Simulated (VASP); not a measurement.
Runs of VASP 6.6.1 on Mo. The structure is that of space group Fd-3m (No. 227), or close to it. The cells are those of the table. This isn't the form of Mo at room conditions, which is bcc.

| task | cell | gap on the mesh (eV) | pressure (GPa) |
| --- | --- | --- | --- |
| relaxation of cell and atoms | relaxed to 5 GPa from a = 3.854 Å, angles 60.0°, 2 atoms | none | 5.0 |
| single point | a = 3.905 Å, angles 60.0°, 2 atoms | none | (a) |
| single point | a = 3.793 Å, angles 60.0°, 2 atoms | none | 21.1 |
| relaxation of cell and atoms | relaxed to 10 GPa from a = 3.854 Å, angles 60.0°, 2 atoms | none | 10.0 |
| single point | a = 3.862 Å, angles 60.0°, 2 atoms | none | 10.8 |
| relaxation of cell and atoms | relaxed from a = 3.854 Å, angles 60.0°, 2 atoms | none | -0.1 |
| relaxation of cell and atoms | relaxed to 20 GPa from a = 3.854 Å, angles 60.0°, 2 atoms | none | 20.0 |
| single point | a = 3.955 Å, angles 60.0°, 2 atoms | none | 0.6 |

Alike in all rows: level PBE+D3(BJ); potentials or basis VASP PAW PBE potentials, release 64 (Mo_sv); no spin polarisation; k mesh 8 × 8 × 8; cutoff (eV) 500; smearing gaussian 0.1 eV.

Problem. Fill in the values left out.

Solution. (a) 5.7.

Caveats: the cell is relaxed towards a set pressure, so the run minimises the enthalpy, not the energy (at least some runs); the cell stands under pressure (at least some runs).

A k mesh can miss the band edges, and the runs leave out spin-orbit coupling on Mo.

A gap of «none» marks levels without a gap at the run's occupations.
